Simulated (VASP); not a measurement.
Runs of VASP 6.6.1 on SrTiO3 (kl). The structure is that of space group Pm-3m (No. 221), or close to it. The cells are those of the table. 

```csv
task,cell,k mesh,cutoff (eV),smearing,gap on the mesh (eV),pressure (GPa),relaxed volume (Å³/atom)
relaxation of cell and atoms,"relaxed from a = 3.913 Å, 5 atoms",6 × 6 × 6,600,gaussian 0.1 eV,1.81,-0.1,11.50
relaxation of cell and atoms,"relaxed from a = 3.855 Å, 5 atoms",8 × 8 × 8,600,gaussian 0.02 eV,1.81,0.0,11.50
single point,"a = 3.913 Å, 5 atoms",6 × 6 × 6,520,gaussian 0.1 eV,1.74,(a),-
single point,"a = 3.855 Å, 5 atoms",6 × 6 × 6,520,gaussian 0.1 eV,1.81,1.1,-
single point,"a = 3.855 Å, 5 atoms",8 × 8 × 8,520,gaussian 0.02 eV,1.82,(b),-
```

Alike in all rows: level LDA; potentials or basis VASP PAW LDA potentials, release 64 (Sr_sv, Ti_sv, O); no spin polarisation.

Q: Estimate the missing entries.

A: (a) -7.3; (b) 1.0.

A k mesh can miss the band edges, and the runs leave out spin-orbit coupling on Sr.
